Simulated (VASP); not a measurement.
Wanted: the native input for a VASP 6.6.1 run.

- Task: single point
- Functional: PBE
- Potentials or basis: VASP PAW PBE potentials, release 64 (K_sv, Br)
- Cutoff: 520 eV
- k mesh: 6 × 6 × 6
- Occupations: gaussian, width 0.02 eV
- Spin: no spin polarisation
- Dipole correction: no
- Further INCAR settings: ALGO = Normal; EDIFF = 1e-07; NBANDS = 15

The structure of KBr lies in POSCAR:

```
KBr
1.0
    4.1522286881      0.0808699800      0.0808699800
    0.0808699800      4.1522286881      0.0808699800
    0.0808699800      0.0808699800      4.1522286881
K Br
1 1
Direct
    0.0000000000      0.0000000000      0.0000000000
    0.5000000000      0.5000000000      0.5000000000
```

This cell differs from its parent crystal: strained.

These files were run (other wordings do the same):

INCAR

```
SYSTEM = KBr
  PREC = Accurate
  ENCUT = 520
  EDIFF = 1E-7
  ISMEAR = 0
  SIGMA = 0.02
  LREAL = .FALSE.
  LASPH = .TRUE.
  NELM = 60
  ALGO = Normal
  ISIF = 2
  LWAVE = .FALSE.
  LCHARG = .FALSE.
  GGA = PE
  NBANDS = 15
```

KPOINTS

```
Automatic mesh
0
G
  6 6 6
  0 0 0
```

Potentials or basis: VASP PAW PBE potentials, release 64 (K_sv, Br).

Launch:

```console
$ cat potpaw_PBE.64/K_sv/POTCAR potpaw_PBE.64/Br/POTCAR > POTCAR
$ mpirun -np 1 vasp_std > vasp.out
```

It gave:

```
Pressure               : -1.0 GPa
Band gap on the k mesh : 3.65 eV, indirect (least direct gap 3.83 eV)
```

Caveat: the cell differs from its parent crystal (strained).

It took 19 s on 1 thread of Intel(R) Xeon(R) Platinum 8259CL CPU @ 2.50GHz (Skylake/Cascade Lake), on a shared host, peak memory 0.19 GiB.
